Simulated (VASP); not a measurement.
Input of a VASP 6.6.1 run:

Contents of INCAR:

```
SYSTEM = SnPdS4
PREC = Accurate ; ENCUT = 500
EDIFF = 1E-6 ; ISMEAR = 0
SIGMA = 0.1 ; LREAL = .False.
LASPH = .True. ; NELM = 200
ALGO = Normal ; ISIF = 2
LWAVE = .False. ; LCHARG = .True.
ISPIN = 2 ; MAGMOM = 0 1 0 0 0 0
LORBIT = 11 ; LMAXMIX = 4
GGA = PE ; LELF = .True.
LVHAR = .True. ; NBANDS = 37
GGA_COMPAT = .False.
```

File KPOINTS:

```
regular mesh
0
Gamma
  4 4 4
  0 0 0
```

Contents of POSCAR:

```
SnPdS4
1.0
    4.5046874100     -4.5062730600      0.0000000000
    4.5046874100      4.5062730600      0.0000000000
    0.0000000000      0.0000000000      3.9951987000
Sn Pd S
1 1 4
Direct
    0.0000000000      0.0000000000      0.0000000000
    0.5000000000      0.5000000000      0.5000000000
    0.2073010100      0.2073010100      0.5000000000
    0.6922420100      0.3077579900      0.0000000000
    0.3077579900      0.6922420100      0.0000000000
    0.7926989900      0.7926989900      0.5000000000
```

Potentials or basis: VASP PAW PBE potentials, release 64 (Sn_d, Pd, S).

Launch:

```console
$ cat potpaw_PBE.64/Sn_d/POTCAR potpaw_PBE.64/Pd/POTCAR potpaw_PBE.64/S/POTCAR > POTCAR
$ mpirun -np 1 vasp_std > vasp.out
```

Predict the pressure.

-9.8 GPa.

Estimate the net moment.

1.16 μB per cell.

Forces in eV/Å, atoms in the order of the input:
```
Sn   0.000  0.000  0.000
Pd   0.000  0.000  0.000
S   -0.393  0.000  0.000
S    0.000  1.111  0.000
S    0.000 -1.111  0.000
S    0.393  0.000  0.000
```

Caveat: the k points lie up to 0.39 Å⁻¹ apart; a moment this small can come from the mesh or the smearing; forces of over 1 eV/Å act on the atoms, so gaps and moduli don't describe the material at rest.
